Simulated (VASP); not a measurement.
# Hg (Im-3m) in VASP: further runs, part 2 of 2

VASP 6.6.1.

**3. Single point, LDA**

INCAR

```
PREC     = Accurate       # precision mode
ENCUT    = 520            # plane-wave cutoff, eV
EDIFF    = 1E-6           # SCF threshold, eV
ISMEAR   = -1             # smearing method
SIGMA    = 0.1            # smearing width, eV
LREAL    = F              # projectors in reciprocal space
LASPH    = T              # aspherical terms in the spheres
NELM     = 80             # most SCF steps
ALGO     = Normal         # electronic algorithm
ISIF     = 2              # what is computed and relaxed
LWAVE    = F              # write WAVECAR
LCHARG   = F              # write CHGCAR
GGA      = CA             # functional
NBANDS   = 12             # bands
```

KPOINTS

```
Automatic mesh
0
Gamma
  16 16 16
```

POSCAR

```
Hg
1.0
   -1.7068276833      1.7068276833      1.7068276833
    1.7068276833     -1.7068276833      1.7068276833
    1.7068276833      1.7068276833     -1.7068276833
Hg
1
Direct
    0.0000000000      0.0000000000      0.0000000000
```

Potentials or basis: VASP PAW LDA potentials, release 64 (Hg).

Started as:

```
$ cat potpaw_LDA.64/Hg/POTCAR > POTCAR
$ mpirun -np 1 vasp_std > vasp.out
```

It took 8 s on 1 thread of Intel Xeon 6975P-C (Granite Rapids), shared host; peak memory 0.15 GiB.

It converged, with:

- Free energy: -0.8628 eV
- Pressure: 10.7 GPa
- Band gap on the k mesh: zero (bands 6 and 7 overlap by 4.59 eV)

Levels at points of the mesh, in eV from the Fermi level:
```
           k point  band 3  band 4  band 5  band 6  band 7  band 8  band 9  band 10
(0.00, 0.00, 0.00)   -7.85   -7.85   -6.59   -6.59   15.59   15.59   15.59    18.72
(0.50, 0.00, 0.00)   -6.68   -6.50   -5.65   -2.26   -0.79   10.43   10.55    16.71
(0.50, 0.50, 0.50)   -5.88   -5.88   -5.88    3.80    3.80    3.80    4.66    11.35
```

Caveat: the cell stands under pressure; spin-orbit coupling is left out, which moves the levels of the heavy elements.

**4. Single point, LDA**

This run uses another cell than the first one, of 22.55 Å³/atom.

INCAR

```
PREC = Accurate ; ENCUT = 520
EDIFF = 1E-7 ; ISMEAR = -1
SIGMA = 0.1 ; LREAL = False
LASPH = True ; NELM = 80
ALGO = Normal ; ISIF = 2
LWAVE = False ; LCHARG = False
GGA = CA ; NBANDS = 12
```

KPOINTS is that of step 3.

POSCAR

```
Hg
1.0
   -1.7797820256      1.7797820256      1.7797820256
    1.7797820256     -1.7797820256      1.7797820256
    1.7797820256      1.7797820256     -1.7797820256
Hg
1
Direct
    0.0000000000      0.0000000000      0.0000000000
```

Potentials or basis: VASP PAW LDA potentials, release 64 (Hg).

Started as:

```
$ cat potpaw_LDA.64/Hg/POTCAR > POTCAR
$ mpirun -np 1 vasp_std > vasp.out
```

OUTCAR:

```text
PREC = Accurate
   ENCUT = 520
   EDIFF = 1E-7
   ISMEAR = -1
   LREAL = False
   LASPH = True
   NELM = 80
   ISIF = 2
   GGA = CA

 ion  position               nearest neighbor table
   1  0.000  0.000  0.000-

  LATTYP: Found a body centered cubic cell.
 ALAT       =     3.5595640512

  Lattice vectors:

 A1 = (  -1.7797820256,   1.7797820256,   1.7797820256)
 A2 = (   1.7797820256,  -1.7797820256,   1.7797820256)
[... 536 lines left out ...]
     10      19.1483      0.00000
     11      20.9615      0.00000
     12      23.2752      0.00000

 [... further k-points ...]

------------------------ aborting loop because EDIFF is reached ----------------------------------------

  FORCE on cell =-STRESS in cart. coord.  units (eV):
  Direction    XX          YY          ZZ          XY          YZ          ZX
  --------------------------------------------------------------------------------------
  -------------------------------------------------------------------------------------
  Total        0.0847732      0.0847732      0.0847732      0.0000000     -0.0000000      0.0000000
  in kB        6.0229435      6.0229435      6.0229435      0.0000000     -0.0000000      0.0000000
  external PRESSURE =       6.0229435 kB  Pullay stress =       0.0000000 kB

 VOLUME and BASIS-vectors are now :
 -----------------------------------------------------------------------------
  energy-cutoff  :      520.00
  volume of cell :       22.55
      direct lattice vectors                 reciprocal lattice vectors
    -1.779782026  1.779782026  1.779782026     0.000000000  0.280933279  0.280933279
     1.779782026 -1.779782026  1.779782026     0.280933279  0.000000000  0.280933279
     1.779782026  1.779782026 -1.779782026     0.280933279  0.280933279  0.000000000

 POSITION                                       TOTAL-FORCE (eV/Angst)
 -----------------------------------------------------------------------------------
      0.00000      0.00000      0.00000         0.000000     -0.000000      0.000000
 -----------------------------------------------------------------------------------
    total drift:                               -0.000000      0.000000     -0.000000

  FREE ENERGIE OF THE ION-ELECTRON SYSTEM (eV)
  ---------------------------------------------------
  free  energy   TOTEN  =        -0.9466534171 eV

  energy  without entropy=       -0.9393743785  energy(sigma->0) =       -0.94301390
```

OSZICAR:

```text
N       E                     dE             d eps       ncg     rms          rms(c)
DAV:   1     0.714697554535E+02    0.71470E+02   -0.66950E+03  3744   0.974E+02
DAV:   2     0.213697762279E+00   -0.71256E+02   -0.66543E+02  3788   0.226E+02
DAV:   3    -0.100185649997E+01   -0.12156E+01   -0.12147E+01  4100   0.327E+01
DAV:   4    -0.100298752125E+01   -0.11310E-02   -0.11310E-02  3816   0.104E+00
DAV:   5    -0.100298897202E+01   -0.14508E-05   -0.14505E-05  4004   0.364E-02    0.432E+00
DAV:   6    -0.953173491472E+00    0.49815E-01   -0.11448E-01  3992   0.380E+00    0.314E+00
DAV:   7    -0.947379345126E+00    0.57941E-02   -0.13543E-02  4004   0.108E+00    0.134E+00
DAV:   8    -0.946649483412E+00    0.72986E-03   -0.11694E-03  3696   0.480E-01    0.465E-02
DAV:   9    -0.946652598893E+00   -0.31155E-05   -0.17708E-06  4016   0.154E-02    0.115E-02
DAV:  10    -0.946653418101E+00   -0.81921E-06   -0.84173E-07  3784   0.114E-02    0.774E-04
DAV:  11    -0.946653417056E+00    0.10450E-08   -0.67974E-09  1972   0.715E-04
   1 F= -.94665342E+00 E0= -.94301390E+00  d E =-.727904E-02
```

It took 8.9 s on 1 thread of Intel Xeon 6975P-C (Granite Rapids), shared host; peak memory 0.15 GiB.

Results:

- Free energy: -0.9467 eV
- Pressure: 0.6 GPa
- Band gap on the k mesh: zero (bands 6 and 7 overlap by 4.73 eV)

Levels at points of the mesh, in eV from the Fermi level:
```tsv
k point	band 2	band 3	band 4	band 5	band 6	band 7	band 8	band 9	band 10	band 11
(0.00, 0.00, 0.00)	-7.19	-7.19	-7.19	-6.20	-6.20	15.36	15.36	15.36	16.93	16.93
(0.50, 0.00, 0.00)	-7.71	-6.28	-6.14	-5.47	-1.55	-1.05	9.76	10.32	15.36	16.12
(0.50, 0.50, 0.50)	-8.01	-5.65	-5.65	-5.65	3.68	3.87	3.87	3.87	10.58	10.58
```

Caveat: spin-orbit coupling is left out, which moves the levels of the heavy elements.

**5. Relaxation of cell and atoms, LDA, target pressure 9.5 GPa, at which the enthalpy is minimised**

INCAR

```
SYSTEM = Hg
PREC     = Accurate       ! precision mode
ENCUT    = 600            ! plane-wave cutoff, eV
EDIFF    = 1E-6           ! SCF threshold, eV
ISMEAR   = -1             ! smearing method
SIGMA    = 0.1            ! smearing width, eV
LREAL    = .FALSE.        ! projectors in reciprocal space
LASPH    = .TRUE.         ! aspherical terms in the spheres
NELM     = 100            ! most SCF steps
ALGO     = Normal         ! electronic algorithm
ISIF     = 3              ! what is computed and relaxed
LWAVE    = .FALSE.        ! write WAVECAR
LCHARG   = .FALSE.        ! write CHGCAR
IBRION   = 2              ! ionic algorithm
NSW      = 60             ! ionic steps
EDIFFG   = -0.005         ! ionic threshold
PSTRESS  = 95.0
```

KPOINTS

```
regular mesh
0
G
  16 16 16
  0 0 0
```

POSCAR

```
Hg
1.0
   -1.7068276833      1.7068276833      1.7068276833
    1.7068276833     -1.7068276833      1.7068276833
    1.7068276833      1.7068276833     -1.7068276833
Hg
1
Direct
    0.0000000000      0.0000000000      0.0000000000
```

Started as:

```
$ cat potpaw_LDA.64/Hg/POTCAR > POTCAR
$ mpirun -np 1 vasp_std > vasp.out
```

Wall time 13 s (1 thread of Intel Xeon 6975P-C (Granite Rapids), shared host); peak memory 0.16 GiB.

Results (log left out):

* Free energy: -0.8778 eV
* Relaxed volume: 20.13 Å³/atom
* Relaxed cell: a = 2.968 Å, b = 2.968 Å, c = 2.968 Å, α = 109.47°, β = 109.47°, γ = 109.47°
* Space group after relaxing (to 0.1 Å): Im-3m (No. 229)
* Energy change on relaxing (the run minimises the enthalpy): -14.9 meV/atom
* Ionic steps: 3
* Pressure after relaxing: 9.5 GPa
* Band gap on the k mesh: zero (bands 6 and 7 overlap by 4.63 eV)

The path:
```csv
step,energy change (eV),largest force (eV/Å),pressure (GPa),volume (Å³)
1,0.0000,0.0000,10.80,19.89
2,-0.0279,0.0000,8.33,20.36
3,-0.0149,0.0000,9.47,20.13
```

Final structure:
```
Hg
1.0
    -1.71356    1.71356    1.71356
     1.71356   -1.71356    1.71356
     1.71356    1.71356   -1.71356
Hg
1
Direct
  0.00000 0.00000 0.00000
```

Levels at points of the mesh, in eV from the Fermi level:
```csv
k point,band 2,band 3,band 4,band 5,band 6,band 7,band 8,band 9,band 10
"(0.00, 0.00, 0.00)",-7.78,-7.78,-7.78,-6.54,-6.54,15.57,15.57,15.57,18.55
"(0.50, 0.00, 0.00)",-8.42,-6.64,-6.46,-5.63,-2.18,-0.81,10.37,10.53,16.58
"(0.50, 0.50, 0.50)",-8.83,-5.85,-5.85,-5.85,3.81,3.81,3.81,4.56,11.27
```

Caveat: the cell is relaxed towards a set pressure, so the run minimises the enthalpy, not the energy; spin-orbit coupling is left out, which moves the levels of the heavy elements.

**6. Summary**

| task | cell | cutoff (eV) | gap on the mesh (eV) | pressure (GPa) |
| --- | --- | --- | --- | --- |
| single point | a = 2.956 Å, angles 109.5°, 1 atom | 520 | none | 10.7 |
| single point | a = 3.083 Å, angles 109.5°, 1 atom | 520 | none | 0.6 |
| relaxation of cell and atoms | relaxed to 9.5 GPa from a = 2.956 Å, angles 109.5°, 1 atom | 600 | none | 9.5 |

Alike in all rows: level LDA; potentials or basis VASP PAW LDA potentials, release 64 (Hg); no spin polarisation; k mesh 16 × 16 × 16; smearing fermi-dirac 0.1 eV.

Caveats: spin-orbit coupling is left out, which moves the levels of the heavy elements; the cell stands under pressure (at least some runs); the cell is relaxed towards a set pressure, so the run minimises the enthalpy, not the energy (at least some runs).

Total energies depend on the potentials used, so only differences within one code and one set of settings carry meaning.
